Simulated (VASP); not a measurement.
Wanted: the native input for a VASP 6.6.1 run.

| Property | Result |
| --- | --- |
| Task | relaxation of cell and atoms |
| Functional | PBE |
| Potentials or basis | VASP PAW PBE potentials, release 64 (Ru_pv, V_sv, N) |
| Cutoff | 600 eV |
| k mesh | 5 × 5 × 5, shifted |
| Occupations | fermi-dirac, width 0.1 eV |
| Spin | non-collinear spin, zero start, spin-orbit coupling |
| Starting moments | [[0.0, 0.0, 0.0], [0.0, 0.0, 0.0], [0.0, 0.0, 0.0], [0.0, 0.0, 0.0], [0.0, 0.0, 0.0]] μB |
| Dipole correction | no |
| Further INCAR settings | ALGO = Normal; EDIFF = 1e-07; IBRION = 2; EDIFFG = -0.01; NSW = 60; ISIF = 3 |

The structure of V3RuN lies in POSCAR:

```
V3RuN
1.0
    3.8899709900      0.0000000000      0.0000000000
    0.0000000000      3.8899709900      0.0000000000
    0.0000000000      0.0000000000      3.8899709900
Ru V N
1 3 1
Direct
    0.0000000000      0.0000000000      0.0000000000
    0.0000000000      0.5000000000      0.5000000000
    0.5000000000      0.0000000000      0.5000000000
    0.5000000000      0.5000000000      0.0000000000
    0.5000000000      0.5000000000      0.5000000000
```

The input as run:

INCAR

```
  PREC = Accurate
  ENCUT = 600
  EDIFF = 1E-7
  ISMEAR = -1
  SIGMA = 0.1
  LREAL = False
  LASPH = True
  NELM = 150
  ALGO = Normal
  ISIF = 3
  LWAVE = False
  LCHARG = False
  MAGMOM = 0 0 0 0 0 0 0 0 0 0 0 0 0 0 0
  LORBIT = 11
  LSORBIT = True
  GGA_COMPAT = False
  LORBMOM = True
  LMAXMIX = 4
  GGA = PE
  IBRION = 2
  NSW = 60
  EDIFFG = -0.01
```

KPOINTS

```
Automatic mesh
0
Gamma
  5 5 5
  0.5 0.5 0.5
```

Potentials or basis: VASP PAW PBE potentials, release 64 (Ru_pv, V_sv, N).

Run with:

```console
$ cat potpaw_PBE.64/Ru_pv/POTCAR potpaw_PBE.64/V_sv/POTCAR potpaw_PBE.64/N/POTCAR > POTCAR
$ mpirun -np 1 vasp_ncl > vasp.out
```

It gave:

```json
{"Relaxed volume": "12.02 Å³/atom", "Relaxed cell": "a = 3.917 Å, b = 3.917 Å, c = 3.917 Å, α = 90.00°, β = 90.00°, γ = 90.00°", "Space group after relaxing (to 0.05 Å)": "Pm-3m (No. 221)", "Energy gained by relaxing": "3.9 meV/atom", "Ionic steps": "3", "Pressure after relaxing": "0.0 GPa", "Net moment": "0.00 μB per cell", "Valence electrons inside the program's atomic spheres": "Ru 12.60; V 11.64; N 3.83"}
```

It took 2.2 min on 1 thread of Intel(R) Xeon(R) 6975P-C (Granite Rapids), on a shared host, peak memory 0.36 GiB.
